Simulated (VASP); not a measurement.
# Mo: single point with PBE

Crystal: Mo.

```
Mo
1.0
    -1.57342    1.57342    1.57342
     1.57342   -1.57342    1.57342
     1.57342    1.57342   -1.57342
Mo
1
Direct
  0.00000 0.00000 0.00000
```

```yaml
Program: VASP 6.6.1
Task: single point
Functional: PBE
Potentials_or_basis: VASP PAW PBE potentials, release 64 (Mo_sv)
Cutoff: 500 eV
k_mesh: 10 × 10 × 10
Occupations: gaussian, width 0.05 eV
Spin: no spin polarisation
```

```json
{
  "Pressure": "3.4 GPa",
  "Band gap on the k mesh": "zero (band 7 reaches 16.67 eV, above the bottom of band 8 at 11.29 eV)"
}
```

Levels at points of the mesh, in eV from the Fermi level:
| k point | band 3 | band 4 | band 5 | band 6 | band 7 | band 8 | band 9 | band 10 | band 11 | band 12 |
| --- | --- | --- | --- | --- | --- | --- | --- | --- | --- | --- |
| (0.00, 0.00, 0.00) | -34.64 | -34.64 | -7.37 | -1.48 | -1.48 | -1.48 | 1.56 | 1.56 | 14.71 | 14.71 |
| (0.50, 0.00, 0.00) | -35.09 | -34.65 | -5.46 | -3.53 | 1.51 | 1.59 | 2.22 | 4.66 | 11.58 | 11.84 |
| (0.50, 0.50, 0.50) | -35.61 | -35.61 | -5.59 | -5.59 | 3.89 | 3.89 | 3.89 | 8.96 | 8.96 | 8.96 |

Run time: 13 s on 1 thread of Intel Xeon 8259CL, on a shared host, peak memory 0.13 GiB.
